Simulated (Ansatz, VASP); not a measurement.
**One calculation of Al2H, two programs**

```
CELL_PARAMETERS angstrom
0.00000 2.74593 2.74593
2.74593 0.00000 2.74593
2.74593 2.74593 0.00000
ATOMIC_POSITIONS crystal
Al 0.75000 0.75000 0.75000
Al 0.25000 0.25000 0.25000
H 0.00000 0.00000 0.00000
```

Change from the starting cell: ordered vacancies on the anion sites of caesium chloride (Fm-3m, No. 225).

Alike in both runs: functional PBE; k mesh 6 × 6 × 6; occupations gaussian, width 0.1 eV; no spin polarisation.

Ansatz relaxed the structure, and its values are those at the end. VASP's run is a single point on that final structure, the one shown.

|  | VASP | Ansatz |
| --- | --- | --- |
| version | VASP 6.6.1 | Ansatz 0.2.0 |
| potentials or method | VASP PAW PBE potentials, release 64 (Al, H), cutoff 520 eV | scalar-relativistic, plane waves, PAW |
| valence electrons in the cell | 7 | 7 |

VASP gave:

- gap on the k mesh at the Fermi level (eV): none
- pressure (GPa): 0.1

Task: What did Ansatz give for the same quantities?

Result: gap on the k mesh at the Fermi level (eV): none; pressure (GPa): 0.2.

A gap of «none» marks a metal or a gap that the smearing closes. With one functional, cell and mesh, what is left measures potentials, basis and numerics.
